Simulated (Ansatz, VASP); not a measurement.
## One calculation of Si2As2O, two programs

INCAR

```
SYSTEM = Si2As2O
ALGO = Normal
EDIFF = 1E-6
ENCUT = 520
GGA = PE
ISIF = 2
ISMEAR = 0
LASPH = .TRUE.
LCHARG = .FALSE.
LREAL = .FALSE.
LWAVE = .FALSE.
NBANDS = 35
NELM = 80
PREC = Accurate
SIGMA = 0.1
```

File KPOINTS:

```
k-points
0
G
  4 4 2
  0 0 0
```

File POSCAR:

```
Si2As2O
1.0
    4.3250742200      0.0000000000      0.0000000000
    0.0000000000      4.3250742200      0.0000000000
    0.0000000000      0.0000000000      9.7738069200
Si As O
4 4 2
Direct
    0.0000000000      0.0000000000      0.0000000000
    0.5000000000      0.5000000000      0.0000000000
    0.0000000000      0.5000000000      0.6290991900
    0.5000000000      0.0000000000      0.3709008100
    0.0000000000      0.0000000000      0.5000000000
    0.5000000000      0.5000000000      0.5000000000
    0.0000000000      0.5000000000      0.8756582700
    0.5000000000      0.0000000000      0.1243417300
    0.0000000000      0.5000000000      0.2344520400
    0.5000000000      0.0000000000      0.7655479600
```

Input for Ansatz:

```yaml
crystal:
  lattice:
    - [4.32507422, 0.0, 0.0]
    - [0.0, 4.32507422, 0.0]
    - [0.0, 0.0, 9.77380692]
  atoms:
    - { symbol: Si, position: [0.0, 0.0, 0.0] }
    - { symbol: Si, position: [0.5, 0.5, 0.0] }
    - { symbol: Si, position: [0.0, 0.5, 0.62909919] }
    - { symbol: Si, position: [0.5, 0.0, 0.37090081] }
    - { symbol: As, position: [0.0, 0.0, 0.5] }
    - { symbol: As, position: [0.5, 0.5, 0.5] }
    - { symbol: As, position: [0.0, 0.5, 0.87565827] }
    - { symbol: As, position: [0.5, 0.0, 0.12434173] }
    - { symbol: O, position: [0.0, 0.5, 0.23445204] }
    - { symbol: O, position: [0.5, 0.0, 0.76554796] }
basis:
  ecutwfc: 420
kpoints:
  mp_grid: { grid: [4, 4, 2] }
hamiltonian:
  xc: pbe
scf:
  occupations: { method: gaussian, width: 0.1 }
  lower_state_search: "off"
output:
  forces: true
  stress: true
  eigenvalues: true
```

Change from the starting cell: species swapped into the SrBi2Pd2 type (P4/nmm, No. 129).

Alike in both runs: task single point; functional PBE; k mesh 4 × 4 × 2; occupations gaussian, width 0.1 eV; no spin polarisation.

|  | VASP | Ansatz |
| --- | --- | --- |
| version | VASP 6.6.1 | Ansatz 0.2.0 |
| potentials or method | VASP PAW PBE potentials, release 64 (Si, As, O), cutoff 520 eV | scalar-relativistic, plane waves, PAW |
| valence electrons in the cell | 48 | 88 |

|  | VASP | Ansatz | Ansatz less VASP |
| --- | --- | --- | --- |
| gap on the k mesh at the Fermi level (eV) | none | none | - |
| pressure (GPa) | -2.9 | -3.0 | -0.14 |
| traceless stress, the component that is largest in VASP (GPa) | -8.17 | -8.17 | +0.004 |
| rms of the force components (eV/Å) | 0.249 | 0.252 | +0.0029 |

Atom by atom the forces differ by 0.004 eV/Å (rms over components). A gap of «none» marks a metal or a gap that the smearing closes. The functional is the same, so the differences come from potentials, cutoffs and numerics. VASP's potentials hold 48 valence electrons a cell and Ansatz's 88, so a difference there can come from the potentials and not from the codes.

The k mesh is coarse, so the values compare programs but aren't converged.
